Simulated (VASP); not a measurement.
# WSe2 in VASP: notebook, part 2 of 2

VASP 6.6.1. Earlier steps stand in the parts before.

### 3 Relaxation of cell and atoms, LDA

This run uses another cell than the first one, of 50.49 Å³/atom, 0.997 times its volume.

INCAR reads:

```
PREC = Accurate
ENCUT = 600
EDIFF = 1E-7
ISMEAR = 0
SIGMA = 0.02
LREAL = False
LASPH = True
NELM = 80
ALGO = Normal
ISIF = 3
LWAVE = False
LCHARG = False
GGA = CA
IBRION = 2
NSW = 80
EDIFFG = -0.01
```

KPOINTS reads:

```
regular mesh
0
Gamma
  12 12 2
```

POSCAR reads:

```
WSe2
1.0
    3.2430592408      0.0000000000      0.0000000000
   -1.6215296204      2.8085716885      0.0000000000
    0.0000000000      0.0000000000     16.6299912691
Se W
2 1
Direct
    0.3333333333      0.6666666667      0.8997111814
    0.3333333333      0.6666666667      0.1002888186
    0.0000000000      0.0000000000      0.0000000000
```

Potentials or basis: VASP PAW LDA potentials, release 64 (Se, W_sv).

Command:

```sh
$ cat potpaw_LDA.64/Se/POTCAR potpaw_LDA.64/W_sv/POTCAR > POTCAR
$ mpirun -np 1 vasp_std > vasp.out
```

OUTCAR:

```text
PREC = Accurate
   ENCUT = 600
   EDIFF = 1E-7
   ISMEAR = 0
   LREAL = False
   LASPH = True
   NELM = 80
   ISIF = 3
   GGA = CA
   IBRION = 2
   NSW = 80
   EDIFFG = -0.01

 ion  position               nearest neighbor table
   1  0.333  0.667  0.900-   3 2.51   3 2.51   3 2.51
   2  0.333  0.667  0.100-   3 2.51   3 2.51   3 2.51
   3  0.000  0.000  0.000-   1 2.51   2 2.51   1 2.51   2 2.51   1 2.51   2 2.51

  LATTYP: Found a hexagonal cell.
 ALAT       =     3.2430592408
 C/A-ratio  =     5.1278715664

  Lattice vectors:

 A1 = (   3.2430592408,   0.0000000000,   0.0000000000)
 A2 = (  -1.6215296204,   2.8085716885,   0.0000000000)
 A3 = (   0.0000000000,   0.0000000000,  16.6299912691)

Analysis of symmetry for initial positions (statically):
=====================================================================
 Subroutine PRICEL returns:
 Original cell was already a primitive cell.

 Routine SETGRP: Setting up the symmetry group for a
 hexagonal supercell.

 Subroutine GETGRP returns: Found 12 space group operations
 (whereof 12 operations were pure point group operations)
 out of a pool of 24 trial point group operations.

The static configuration has the point symmetry D_3h.

Analysis of symmetry for dynamics (positions and initial velocities):
=====================================================================
 Subroutine PRICEL returns:
 Original cell was already a primitive cell.

 Routine SETGRP: Setting up the symmetry group for a
 hexagonal supercell.

 Subroutine GETGRP returns: Found 12 space group operations
 (whereof 12 operations were pure point group operations)
 out of a pool of 24 trial point group operations.

The dynamic configuration has the point symmetry D_3h.
[... 120 lines left out ...]
     AMIX     =   0.40;   BMIX     =  1.00
     AMIX_MAG =   1.60;   BMIX_MAG =  1.00
  volume/ion in A,a.u.               =      50.49       340.73
  Fermi-wavevector in a.u.,A,eV,Ry     =   0.909819  1.719309 11.262510  0.827771
  Thomas-Fermi vector in A             =   2.033909
   LORBIT       =      0    0 simple, 1 ext, 2 COOP (PROOUT), +10 PAW based schemes
   GGA     = CA    functional components
   LHFCALC =     F    Hartree Fock is set to
   AEXX    =    0.0000 exact exchange contribution
   IVDW    =     0    specifies the selected vdW correction
   LEPSILON=     F    determine dielectric tensor
   LRPA    =     F    only Hartree local field effects (RPA)
 conjugate gradient relaxation of ions
 non-spin polarized calculation
 Gauss-broadening in eV      SIGMA  =   0.02
  energy-cutoff  :      600.00
  volume of cell :      151.47
 maximum number of plane-waves:      5155
 NGX is ok and might be reduce to    28
   NGX = 13   NGY = 13   NGZ = 67

--------------------------------------- Ionic step        1  -------------------------------------------

 number of electron      25.9999999 magnetization

 Free energy of the ion-electron system (eV)
  ---------------------------------------------------
  ext. energy  EPLUGINS =         0.00000000
  ---------------------------------------------------
  free energy    TOTEN  =       -24.12394355 eV

  energy without entropy =      -24.12394355  energy(sigma->0) =      -24.12394355

------------------------ aborting loop because EDIFF is reached ----------------------------------------

  FORCE on cell =-STRESS in cart. coord.  units (eV):
  Direction    XX          YY          ZZ          XY          YZ          ZX
  --------------------------------------------------------------------------------------
  -------------------------------------------------------------------------------------
  Total        0.3528975      0.3528975      0.2621993      0.0000000      0.0000000      0.0000000
  in kB        3.7327320      3.7327320      2.7733819      0.0000000      0.0000000      0.0000000
  external PRESSURE =       3.4129486 kB  Pullay stress =       0.0000000 kB
[... 98 lines left out ...]
--------------------------------------- Ionic step        4  -------------------------------------------

 number of electron      25.9999999 magnetization

 Free energy of the ion-electron system (eV)
  ---------------------------------------------------
  ext. energy  EPLUGINS =         0.00000000
  ---------------------------------------------------
  free energy    TOTEN  =       -24.12498446 eV

  energy without entropy =      -24.12498446  energy(sigma->0) =      -24.12498446

 E-fermi :  -0.5955     XC(G=0):  -4.9480

 val. band max:       -0.8691749237   @ k =   0.3333   0.3333   0.0000
 cond. band min:       0.8160503715   @ k =   0.1667   0.1667   0.0000
 fundamental gap:      1.6852252952
 Fermi energy:        -0.5954780712

 k-point     1 :       0.0000    0.0000    0.0000
  band No.  band energies     occupation
      1     -74.3599      2.00000
      2     -38.9050      2.00000
      3     -38.7303      2.00000
      4     -38.7303      2.00000
      5     -15.8123      2.00000
      6     -14.4940      2.00000
[... 457 lines left out ...]
      4     -38.7783      2.00000
      5     -14.3530      2.00000
      6     -13.7876      2.00000
[... 9 lines left out ...]
     16       2.4590      0.00000
     17       3.5540      0.00000

 [... further k-points ...]
[... 5 lines left out ...]
  --------------------------------------------------------------------------------------
  -------------------------------------------------------------------------------------
  Total       -0.0021120     -0.0021120     -0.0011933      0.0000000     -0.0000000      0.0000000
  in kB       -0.0222087     -0.0222087     -0.0125486      0.0000000     -0.0000000      0.0000000
  external PRESSURE =      -0.0189887 kB  Pullay stress =       0.0000000 kB
[... 18 lines left out ...]
  FREE ENERGIE OF THE ION-ELECTRON SYSTEM (eV)
  ---------------------------------------------------
  free  energy   TOTEN  =       -24.1249844636 eV

  energy  without entropy=      -24.1249844636  energy(sigma->0) =      -24.12498446

 reached required accuracy - stopping structural energy minimisation
```

CONTCAR:

```text
WSe2
   1.00000000000000
     3.2522126810353416   -0.0000000000000000    0.0000000000000000
    -1.6261063405176708    2.8164988002757378   -0.0000000000000000
     0.0000000000000000   -0.0000000000000000   16.6338379103424820
  Se              W
     2     1
Direct
     0.3333333332999970    0.6666666667000030    0.8996922939411878
     0.3333333332999970    0.6666666667000030    0.1003077060588122
     1.0000000000000000    1.0000000000000000    0.0000000000000000

  0.00000000E+00  0.00000000E+00  0.00000000E+00
  0.00000000E+00  0.00000000E+00  0.00000000E+00
  0.00000000E+00  0.00000000E+00  0.00000000E+00
```

It took 7.7 min on 1 thread of AMD EPYC 9R45 (Zen 5), shared host; peak memory 0.31 GiB.

What came out:

| Property | Result |
| --- | --- |
| Free energy | -24.1250 eV |
| Relaxed cell | a = 3.252 Å, b = 3.252 Å, c = 16.634 Å, α = 90.00°, β = 90.00°, γ = 120.00° |
| Space group after relaxing (to 0.05 Å) | P-6m2 (No. 187) |
| Energy gained by relaxing | 0.3 meV/atom |
| Ionic steps | 4 |
| Band gap on the k mesh | 1.69 eV, indirect (least direct gap 1.74 eV) |

Step by step:
```
step  energy change (eV)  largest force (eV/Å)  pressure (GPa)  volume (Å³)
   1              0.0000                0.0801            0.34       151.47
   2              0.0031                0.2468           -0.68       153.84
   3             -0.0009                0.0270            0.00       152.23
   4             -0.0010                0.0011            0.00       152.36
```

Final structure:
```
Se W
1.0
     3.25221    0.00000    0.00000
    -1.62611    2.81650    0.00000
     0.00000    0.00000   16.63384
Se W
2 1
Direct
  0.33333 0.66667 0.89969
  0.33333 0.66667 0.10031
  0.00000 0.00000 0.00000
```

Caveat: spin-orbit coupling is left out, which moves the levels of the heavy elements.
